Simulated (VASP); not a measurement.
# NaV16 (a cell with a defect) in VASP: single point with PBE

Aim: the single point of NaV16 (a cell with a defect) with PBE.

All numbers are computed with VASP 6.6.1; they aren't measurements. Logs are shortened: lines on timing, memory, paths and dates and some standing lists are left out, and cuts for length are marked.

## Step 1: The cell of the first run

The cell holds a defect, 17 atoms: a = 6.040 Å, b = 6.040 Å, c = 6.040 Å, α = 90.00°, β = 90.00°, γ = 90.00°.

## Step 2: Single point, PBE

The input, INCAR:

```
SYSTEM = NaV16
  ALGO = Normal
  EDIFF = 1E-7
  ENCUT = 520
  GGA = PE
  ISIF = 2
  ISMEAR = 0
  LASPH = .True.
  LCHARG = .True.
  LELF = .True.
  LREAL = Auto
  LVHAR = .True.
  LWAVE = .False.
  NBANDS = 122
  NELM = 80
  PREC = Accurate
  SIGMA = 0.1
```

The input, KPOINTS:

```
k-points
0
Gamma
  3 3 3
  0 0 0
```

The input, POSCAR:

```
NaV16
1.0
    6.0400000000      0.0000000000      0.0000000000
    0.0000000000      6.0400000000      0.0000000000
    0.0000000000      0.0000000000      6.0400000000
V Na
16 1
Direct
   -0.0049373575      0.0091828479     -0.0004772888
    0.4969694069     -0.0050136386     -0.0044275764
   -0.0189977913      0.5110918964     -0.0045124884
   -0.0313652371     -0.0172923965      0.5239065319
    0.1650211110      0.1792708095      0.3271976892
    0.5702180842      0.5839110801     -0.0778945044
    0.4930692014      0.0092336024      0.4974605605
    0.7547291311      0.2525611652      0.2540686838
   -0.0048572966      0.5071768741      0.4973695021
    0.2384782559      0.7689149938      0.2540323790
    0.2387031424      0.2527918246      0.7379605473
    0.4970936843      0.5111367103      0.5118643734
    0.7403085146      0.7544416933      0.2499250529
    0.7404805890      0.2565340801      0.7520980074
    0.2426151623      0.7545848815      0.7521055123
    0.7668595904      0.7809584980      0.7258528220
    0.3678061089      0.3820998779      0.1254551960
```

Potentials or basis: VASP PAW PBE potentials, release 64 (V_sv, Na_pv).

Launch:

```bash
$ cat potpaw_PBE.64/V_sv/POTCAR potpaw_PBE.64/Na_pv/POTCAR > POTCAR
$ mpirun -np 1 vasp_std > vasp.out
```

OUTCAR:

```text
SYSTEM = NaV16
   EDIFF = 1E-7
   ENCUT = 520
   GGA = PE
   ISIF = 2
   ISMEAR = 0
   LASPH = .True.
   LREAL = Auto
   NELM = 80
   PREC = Accurate

 ion  position               nearest neighbor table
   1  0.995  0.009  1.000-   5 2.45  16 2.56  10 2.58   8 2.58  11 2.61  14 2.61  15 2.61  13 2.65
                             4 2.88
   2  0.497  0.995  0.996-   6 2.56  15 2.58  13 2.58  17 2.59  10 2.60  14 2.61  16 2.64  11 2.70
                             8 2.70
   3  0.981  0.511  0.995-   6 2.56  14 2.58  13 2.58  17 2.58   8 2.60  15 2.61  16 2.64  11 2.70
                            10 2.70
   4  0.969  0.983  0.524-   5 2.06  16 2.11  14 2.56  15 2.56  13 2.56  10 2.64   8 2.64  11 2.64
                             9 2.88   7 2.88   1 2.88
   5  0.165  0.179  0.327-   4 2.06  17 2.12   1 2.45   9 2.46   7 2.46   8 2.56  10 2.56  11 2.56
[... 10 lines left out ...]
                            12 2.70
  11  0.239  0.253  0.738-   5 2.56   7 2.58   9 2.58  17 2.59  12 2.60   1 2.61   4 2.64   3 2.70
                             2 2.70
  12  0.497  0.511  0.512-   6 2.56  15 2.57  14 2.58  17 2.58  11 2.60  13 2.61  16 2.64   8 2.70
                            10 2.70
  13  0.740  0.754  0.250-   6 2.46   4 2.56   2 2.58   3 2.58  12 2.61   9 2.61   7 2.61   1 2.65
                            16 2.88
  14  0.740  0.257  0.752-   6 2.45   4 2.56  12 2.58   3 2.58   2 2.61   7 2.61   1 2.61   9 2.65
                            16 2.88
  15  0.243  0.755  0.752-   6 2.46   4 2.56  12 2.57   2 2.58   3 2.61   1 2.61   9 2.61   7 2.65
                            16 2.88
  16  0.767  0.781  0.726-   6 2.06   4 2.11   1 2.56   7 2.56   9 2.56  12 2.64   3 2.64   2 2.64
                            14 2.88  15 2.88  13 2.88
  17  0.368  0.382  0.125-   5 2.12   6 2.12  12 2.58  10 2.58   8 2.58   3 2.58   2 2.59  11 2.59

  LATTYP: Found a simple cubic cell.
 ALAT       =     6.0400000000

  Lattice vectors:

 A1 = (   6.0400000000,   0.0000000000,   0.0000000000)
 A2 = (   0.0000000000,   6.0400000000,   0.0000000000)
 A3 = (   0.0000000000,   0.0000000000,   6.0400000000)

Analysis of symmetry for initial positions (statically):
=====================================================================
 Subroutine PRICEL returns:
 Original cell was already a primitive cell.

 Routine SETGRP: Setting up the symmetry group for a
 simple cubic supercell.

 Subroutine GETGRP returns: Found  1 space group operations
 (whereof  1 operations were pure point group operations)
 out of a pool of 48 trial point group operations.

The static configuration has the point symmetry C_1 .

Analysis of symmetry for dynamics (positions and initial velocities):
=====================================================================
 Subroutine PRICEL returns:
 Original cell was already a primitive cell.
[... 139 lines left out ...]
   NUPDOWN=      -1.0000    fix difference up-down
   EMIN   =  10.00;   EMAX   =-10.00  energy-range for DOS
   EFERMI =   0.00;   METHOD = LEGACY
   ISMEAR =     0;   SIGMA  =   0.10  broadening in eV -4-tet -1-fermi 0-gaus
   EFERMI_NEDOS =   21; number of points for ismear=-14 and -15
   IALGO  =     38    algorithm
   IMIX   =      4    mixing-type and parameters
     AMIX     =   0.40;   BMIX     =  1.00
     AMIX_MAG =   1.60;   BMIX_MAG =  1.00
  volume/ion in A,a.u.               =      12.96        87.47
  Fermi-wavevector in a.u.,A,eV,Ry     =   1.623743  3.068430 35.872337  2.636542
  Thomas-Fermi vector in A             =   2.717144
   LORBIT       =      0    0 simple, 1 ext, 2 COOP (PROOUT), +10 PAW based schemes
   GGA     = PE    functional components
   LHFCALC =     F    Hartree Fock is set to
   AEXX    =    0.0000 exact exchange contribution
   IVDW    =     0    specifies the selected vdW correction
   LEPSILON=     F    determine dielectric tensor
   LRPA    =     F    only Hartree local field effects (RPA)
 non-spin polarized calculation
 Gauss-broadening in eV      SIGMA  =   0.10
  energy-cutoff  :      520.00
  volume of cell :      220.35
 maximum number of plane-waves:      6031
 NGX is ok and might be reduce to    48
   NGX = 23   NGY = 23   NGZ = 23

 number of electron     215.0000000 magnetization

 Free energy of the ion-electron system (eV)
  ---------------------------------------------------
  ext. energy  EPLUGINS =         0.00000000
  ---------------------------------------------------
  free energy    TOTEN  =      -137.24339483 eV

  energy without entropy =     -137.13883984  energy(sigma->0) =     -137.19111734

 E-fermi :   9.9944     XC(G=0): -12.9189

 val. band max:        9.9801048104   @ k =   0.3333   0.0000   0.0000
 cond. band min:       9.9971462074   @ k =   0.0000   0.0000   0.0000
 fundamental gap:      0.0170413970
 Fermi energy:         9.9943703700

 k-point     1 :       0.0000    0.0000    0.0000
  band No.  band energies     occupation
      1     -53.8979      2.00000
      2     -53.7391      2.00000
      3     -53.7020      2.00000
      4     -53.6918      2.00000
      5     -53.6917      2.00000
      6     -53.6752      2.00000
[... 1697 lines left out ...]
    118      11.3798      0.00000
    119      11.3965      0.00000
 [bands above 119 left out]

------------------------ aborting loop because EDIFF is reached ----------------------------------------

  FORCE on cell =-STRESS in cart. coord.  units (eV):
  Direction    XX          YY          ZZ          XY          YZ          ZX
  --------------------------------------------------------------------------------------
  -------------------------------------------------------------------------------------
  Total       20.5978604     20.5875218     20.5847667      3.0188045     -3.0138379     -3.0214118
  in kB      149.7689816    149.6938089    149.6737763     21.9500118    -21.9138989    -21.9689696
  external PRESSURE =     149.7121890 kB  Pullay stress =       0.0000000 kB

 VOLUME and BASIS-vectors are now :
 -----------------------------------------------------------------------------
  energy-cutoff  :      520.00
  volume of cell :      220.35
      direct lattice vectors                 reciprocal lattice vectors
     6.040000000  0.000000000  0.000000000     0.165562914  0.000000000  0.000000000
     0.000000000  6.040000000  0.000000000     0.000000000  0.165562914  0.000000000
     0.000000000  0.000000000  6.040000000     0.000000000  0.000000000  0.165562914

 POSITION                                       TOTAL-FORCE (eV/Angst)
 -----------------------------------------------------------------------------------
      6.01018      0.05546      6.03712         0.000100     -0.000959     -0.009837
      3.00170      6.00972      6.01326         0.001483      0.003085      0.001354
      5.92525      3.08700      6.01274        -0.000969     -0.000104     -0.002692
      5.85055      5.93555      3.16440        -0.065682     -0.062057      0.071536
      0.99673      1.08280      1.97627         0.101630      0.100456     -0.101653
      3.44412      3.52682      5.56952        -0.101620     -0.099637      0.101070
[... 9 lines left out ...]
      4.63183      4.71699      4.38415         0.062044      0.062205     -0.067815
      2.22155      2.30788      0.75775         0.004188      0.000250     -0.004295
 -----------------------------------------------------------------------------------
    total drift:                               -0.002358     -0.002417     -0.002367

  FREE ENERGIE OF THE ION-ELECTRON SYSTEM (eV)
  ---------------------------------------------------
  free  energy   TOTEN  =      -137.2433948318 eV

  energy  without entropy=     -137.1388398416  energy(sigma->0) =     -137.19111734
```

Run time: 15 min. Hardware: 1 thread of Intel Xeon Platinum 8488C (Sapphire Rapids), shared host; peak memory 0.46 GiB.

Results:

```
Free energy            : -137.2434 eV
Pressure               : 15.0 GPa
Largest force          : 0.175 eV/Å
Band gap on the k mesh : zero (an odd number of electrons rules out a gap without spin polarisation)
```

Forces on the atoms (eV/Å):
```
V    0.000 -0.001 -0.010
V    0.001  0.003  0.001
V   -0.001  0.000 -0.003
V   -0.066 -0.062  0.072
V    0.102  0.100 -0.102
V   -0.102 -0.100  0.101
V    0.004 -0.001  0.002
V   -0.007 -0.001 -0.003
V    0.000  0.011  0.003
V    0.000 -0.004  0.002
V   -0.001 -0.004  0.007
V    0.002  0.000 -0.009
V    0.005  0.005  0.009
V    0.003 -0.008  0.002
V   -0.007  0.001  0.001
V    0.062  0.062 -0.068
Na   0.004  0.000 -0.004
```

Stress tensor (GPa, compression positive):
```
14.98  2.20 -2.20
 2.20 14.97 -2.19
-2.20 -2.19 14.97
```

Caveat: atoms lie so close that the PAW spheres overlap strongly, which falsifies energies and pressures.
